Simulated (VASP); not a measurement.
A run of VASP 6.6.1:

Contents of INCAR:

```
PREC     = Accurate       # precision mode
ENCUT    = 520            # plane-wave cutoff, eV
EDIFF    = 1E-6           # SCF threshold, eV
ISMEAR   = -1             # smearing method
SIGMA    = 0.05           # smearing width, eV
LREAL    = F              # projectors in reciprocal space
LASPH    = T              # aspherical terms in the spheres
NELM     = 100            # most SCF steps
ALGO     = Normal         # electronic algorithm
ISIF     = 2              # what is computed and relaxed
LWAVE    = F              # write WAVECAR
LCHARG   = F              # write CHGCAR
NBANDS   = 11             # bands
```

The input KPOINTS:

```
regular mesh
0
Gamma
  12 12 12
```

The input POSCAR:

```
BN
1.0
    1.2427247397      0.7174874630      3.3502965776
   -1.2427247397      0.7174874630      3.3502965776
    0.0000000000     -1.4349749260      3.3502965776
N B
1 1
Direct
    0.6672382000      0.6672382000      0.6672382000
    0.0003288000      0.0003288000      0.0003288000
```

Potentials or basis: VASP PAW LDA potentials, release 64 (N, B).

Run with:

```bash
$ cat potpaw_LDA.64/N/POTCAR potpaw_LDA.64/B/POTCAR > POTCAR
$ mpirun -np 1 vasp_std > vasp.out
```

Hardware: 1 thread of Intel(R) Xeon(R) Platinum 8488C (Sapphire Rapids), with other jobs on the host.

Task: Estimate the wall time of this run.

Result: It took 32 s on 1 thread of Intel(R) Xeon(R) Platinum 8488C (Sapphire Rapids) (shared host), peak memory 0.15 GiB. Counts: scf iterations 12, k points 189.
